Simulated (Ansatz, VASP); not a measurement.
One calculation of Ir, two programs

```
Ir
1.0
     0.00000    1.92248    1.92248
     1.92248    0.00000    1.92248
     1.92248    1.92248    0.00000
Ir
1
Direct
  0.00000 0.00000 0.00000
```

Alike in both runs: functional r2SCAN; k mesh 24 × 24 × 24; occupations gaussian, width 0.1 eV; no spin polarisation.

Ansatz relaxed the structure, and its values are those at the end. VASP's run is a single point on that final structure, the one shown.

```csv
,VASP,Ansatz
version,VASP 6.6.1,Ansatz 0.2.0
potentials or method,"VASP PAW PBE potentials, release 64 (Ir), cutoff 520 eV","scalar-relativistic, plane waves, PAW"
valence electrons in the cell,9,17
```

|  | VASP | Ansatz | Ansatz less VASP |
| --- | --- | --- | --- |
| gap on the k mesh at the Fermi level (eV) | none | none | - |
| pressure (GPa) | 2.3 | 0.0 | -2.29 |

VASP's potentials were made for PBE, not for r2SCAN. A gap of «none» marks a metal or a gap that the smearing closes. VASP's potentials hold 9 valence electrons a cell and Ansatz's 17, so a difference there can come from the potentials and not from the codes.

Neither program's run includes spin-orbit coupling.
